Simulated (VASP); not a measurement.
A run of VASP 6.6.1 is set up as follows.

INCAR

```
SYSTEM = As
  PREC = Accurate
  ENCUT = 500
  EDIFF = 1E-7
  ISMEAR = 0
  SIGMA = 0.1
  LREAL = .FALSE.
  LASPH = .TRUE.
  NELM = 120
  ALGO = Normal
  ISIF = 4
  LWAVE = .FALSE.
  LCHARG = .FALSE.
  GGA = PE
  IVDW = 12
  IBRION = 2
  NSW = 50
  EDIFFG = -0.01
  GGA_COMPAT = .FALSE.
  NELMIN = 4
```

The input KPOINTS:

```
Automatic mesh
0
G
  12 12 10
  0 0 0
```

The input POSCAR:

```
As
1.0
    1.8491866860     -5.3600581139      0.0000000000
    1.8491866860      5.3600581139      0.0000000000
    0.0000000000      0.0000000000      4.2555408802
As
4
Direct
    0.1126485202      0.8873514798      0.0555641026
    0.6126485202      0.3873514798      0.4444358974
    0.8873514798      0.1126485202      0.9444358974
    0.3873514798      0.6126485202      0.5555641026
```

Potentials or basis: VASP PAW PBE potentials, release 64 (As).

Run with:

```console
$ cat potpaw_PBE.64/As/POTCAR > POTCAR
$ mpirun -np 1 vasp_std > vasp.out
```

**Question.** What does it give for the band gap on the k mesh?

**Answer.** Zero (bands 10 and 11 overlap by 0.52 eV).

**Question.** Estimate the dispersion energy per atom.

**Answer.** -0.428 eV.

Forces in eV/Å, atoms in the order of the input:
```
As   0.000  0.008 -0.005
As   0.000  0.008  0.005
As   0.000 -0.008  0.005
As   0.000 -0.008 -0.005
```
